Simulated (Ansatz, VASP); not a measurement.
**PtS2: VASP beside Ansatz**

Contents of INCAR:

```
SYSTEM = PtS2
ALGO = Normal
EDIFF = 1E-7
ENCUT = 520
GGA = PE
ISIF = 2
ISMEAR = 0
ISPIN = 2
LASPH = .TRUE.
LCHARG = .FALSE.
LMAXMIX = 4
LORBIT = 11
LREAL = .FALSE.
LWAVE = .FALSE.
MAGMOM = 1 1 0 0 0 0
NBANDS = 35
NELM = 150
PREC = Accurate
SIGMA = 0.1
```

File KPOINTS:

```
k-points
0
G
  4 2 4
  0 0 0
```

File POSCAR:

```
PtS2
1.0
    4.4488704100      0.0000000000      0.0000000000
    0.0000000000      8.0910682300      0.0000000000
    0.0000000000      0.0000000000      4.1977380200
Pt S
2 4
Direct
    0.5000000000      0.0000000000      0.5000000000
    0.0000000000      0.5000000000      0.5000000000
    0.3520536000      0.2691476100      0.5000000000
    0.6479464000      0.7308523900      0.5000000000
    0.8520536000      0.2308523900      0.5000000000
    0.1479464000      0.7691476100      0.5000000000
```

Input for Ansatz:

```yaml
crystal:
  lattice:
    - [4.44887041, 0.0, 0.0]
    - [0.0, 8.09106823, 0.0]
    - [0.0, 0.0, 4.19773802]
  atoms:
    - { symbol: Pt, position: [0.5, 0.0, 0.5], spin: 1.0 }
    - { symbol: Pt, position: [0.0, 0.5, 0.5], spin: 1.0 }
    - { symbol: S, position: [0.3520536, 0.26914761, 0.5] }
    - { symbol: S, position: [0.6479464, 0.73085239, 0.5] }
    - { symbol: S, position: [0.8520536, 0.23085239, 0.5] }
    - { symbol: S, position: [0.1479464, 0.76914761, 0.5] }
basis:
  ecutwfc: 420
kpoints:
  mp_grid: { grid: [4, 2, 4] }
hamiltonian:
  xc: pbe
scf:
  occupations: { method: gaussian, width: 0.1 }
  lower_state_search: "off"
output:
  forces: true
  stress: true
  eigenvalues: true
  populations: true
magnetization:
  spin_polarized: true
```

Alike in both runs: task single point; functional PBE; k mesh 4 × 2 × 4; occupations gaussian, width 0.1 eV; collinear spin.

```csv
,VASP,Ansatz
version,VASP 6.6.1,Ansatz 0.2.0
potentials or method,"VASP PAW PBE potentials, release 64 (Pt, S), cutoff 520 eV","scalar-relativistic, plane waves, PAW"
valence electrons in the cell,44,60
```

VASP gave:

* gap on the k mesh at the Fermi level (eV): none
* pressure (GPa): 3.6
* traceless stress, the component that is largest in VASP (GPa): 7.59
* rms of the force components (eV/Å): 0.252
* net moment per atom (μB): 0.00

Problem. What did Ansatz give for the same quantities?

Solution. gap on the k mesh at the Fermi level (eV): none; pressure (GPa): 3.8; traceless stress, the component that is largest in VASP (GPa): 7.65; rms of the force components (eV/Å): 0.254; net moment per atom (μB): 0.00.

Atom by atom the forces differ by 0.003 eV/Å (rms over components). A gap of «none» marks a metal or a gap that the smearing closes. VASP's potentials hold 44 valence electrons a cell and Ansatz's 60, so a difference there can come from the potentials and not from the codes. Ansatz's warnings: seeded moment not kept.

The k mesh is coarse, so the values compare programs but aren't converged. Neither program's run includes spin-orbit coupling.
